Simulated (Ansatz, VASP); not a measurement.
Ca: VASP beside Ansatz

```
Ca
1.0
    -2.29624    2.29624    2.29624
     2.29624   -2.29624    2.29624
     2.29624    2.29624   -2.29624
Ca
1
Cartesian
  0.0000 0.0000 0.0000
```

Alike in both runs: task single point; functional r2SCAN; k mesh 11 × 11 × 11; occupations fermi-dirac, width 0.1 eV; no spin polarisation.

|  | VASP | Ansatz |
| --- | --- | --- |
| version | VASP 6.6.1 | Ansatz 0.2.0 |
| potentials or method | VASP PAW PBE potentials, release 64 (Ca_sv), cutoff 520 eV | plane waves (500 eV) with PAW, scalar-relativistic |
| valence electrons in the cell | 10 | 10 |

|  | VASP | Ansatz | Ansatz less VASP |
| --- | --- | --- | --- |
| pressure (GPa) | -1.6 | -1.7 | -0.03 |

VASP's potentials were made for PBE, not for r2SCAN.
